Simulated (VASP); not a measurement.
Runs of VASP 6.6.1 on MgS. The structure is that of space group P-6m2 (No. 187), or close to it. The cells are those of the table. 

| cell | gap on the mesh (eV) | pressure (GPa) |
| --- | --- | --- |
| a = 3.682, b = 3.682, c = 3.370 Å, angles 90.0, 90.0, 120.0°, 2 atoms | 1.34 | (a) |
| a = 3.562, b = 3.562, c = 3.261 Å, angles 90.0, 90.0, 120.0°, 2 atoms | 1.21 | (b) |
| a = 3.537, b = 3.537, c = 3.238 Å, angles 90.0, 90.0, 120.0°, 2 atoms | 1.18 | 4.6 |
| a = 3.635, b = 3.635, c = 3.327 Å, angles 90.0, 90.0, 120.0°, 2 atoms | 1.29 | -1.6 |
| a = 3.658, b = 3.658, c = 3.349 Å, angles 90.0, 90.0, 120.0°, 2 atoms | 1.32 | -2.8 |
| a = 3.611, b = 3.611, c = 3.305 Å, angles 90.0, 90.0, 120.0°, 2 atoms | (c) | 0.0 |
| a = 3.587, b = 3.587, c = 3.283 Å, angles 90.0, 90.0, 120.0°, 2 atoms | 1.24 | 1.2 |

Alike in all rows: task single point; level PBE; potentials or basis VASP PAW PBE potentials, release 64 (Mg, S); no spin polarisation; k mesh 9 × 9 × 8; cutoff (eV) 520; smearing fermi-dirac 0.05 eV.

Question: Fill in the values left out.

Answer: (a) -3.8; (b) 2.8; (c) 1.27.

A k mesh can miss the band edges.
